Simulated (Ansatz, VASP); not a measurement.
# One calculation of Ga, two programs

The input INCAR:

```
PREC     = Accurate       # precision mode
ENCUT    = 600            # plane-wave cutoff, eV
EDIFF    = 1E-6           # SCF threshold, eV
ISMEAR   = -1             # smearing method
SIGMA    = 0.05           # smearing width, eV
LREAL    = F              # projectors in reciprocal space
LASPH    = T              # aspherical terms in the spheres
NELM     = 60             # most SCF steps
ALGO     = Normal         # electronic algorithm
ISIF     = 3              # what is computed and relaxed
LWAVE    = F              # write WAVECAR
LCHARG   = F              # write CHGCAR
GGA      = RE             # functional
IVDW     = 12             # dispersion correction
IBRION   = 2              # ionic algorithm
NSW      = 60             # ionic steps
EDIFFG   = -0.01          # ionic threshold
```

File KPOINTS:

```
regular mesh
0
Gamma
  13 13 13
```

Contents of POSCAR:

```
Ga
1.0
   -1.3843987196      1.3843987196      2.3112238365
    1.3843987196     -1.3843987196      2.3112238365
    1.3843987196      1.3843987196     -2.3112238365
Ga
1
Direct
    0.0000000000      0.0000000000      0.0000000000
```

File input.yaml:

```yaml
crystal:
  lattice:
    - [-1.3843987196, 1.3843987196, 2.3112238365]
    - [1.3843987196, -1.3843987196, 2.3112238365]
    - [1.3843987196, 1.3843987196, -2.3112238365]
  atoms:
    - { symbol: Ga, position: [0.0, 0.0, 0.0] }
hamiltonian:
  xc: revpbe
  pseudopotentials: { kind: paw }
  dispersion: d3bj
kpoints:
  mp_grid: { grid: [13, 13, 13] }
scf:
  occupations: { method: fermi_dirac, width: 0.05 }
output:
  forces: true
  stress: true
  eigenvalues: true
relax:
  f_tol: 0.01
  max_steps: 40
  cell: { stress_tol: 0.05 }
```

Alike in both runs: task relaxation of cell and atoms; functional revPBE; dispersion D3(BJ); k mesh 13 × 13 × 13; occupations fermi-dirac, width 0.05 eV; no spin polarisation.

```csv
,VASP,Ansatz
version,VASP 6.6.1,Ansatz 0.2.0
potentials or method,"VASP PAW PBE potentials, release 64 (Ga_d)",Ansatz PAW
plane-wave cutoff (eV),600,420
valence electrons in the cell,13,13
```

VASP gave:

| Item | Value |
| --- | --- |
| gap on the k mesh at the Fermi level, each at its own relaxed structure (eV) | none |
| relaxed volume (Å³/atom) | 17.61 |
| relaxed cell length with the largest relative difference (Å) | 2.979 |

Problem. Which values does Ansatz return?

Solution. gap on the k mesh at the Fermi level, each at its own relaxed structure (eV): none; relaxed volume (Å³/atom): 17.56; relaxed cell length with the largest relative difference (Å): 2.977.

VASP's potentials were made for PBE, not for revPBE. A gap of «none» marks a metal or a gap that the smearing closes.

Noted on Ansatz's run: the plane-wave basis is chosen anew once the cell has moved, so the energies of steps on either side of that aren't comparable.
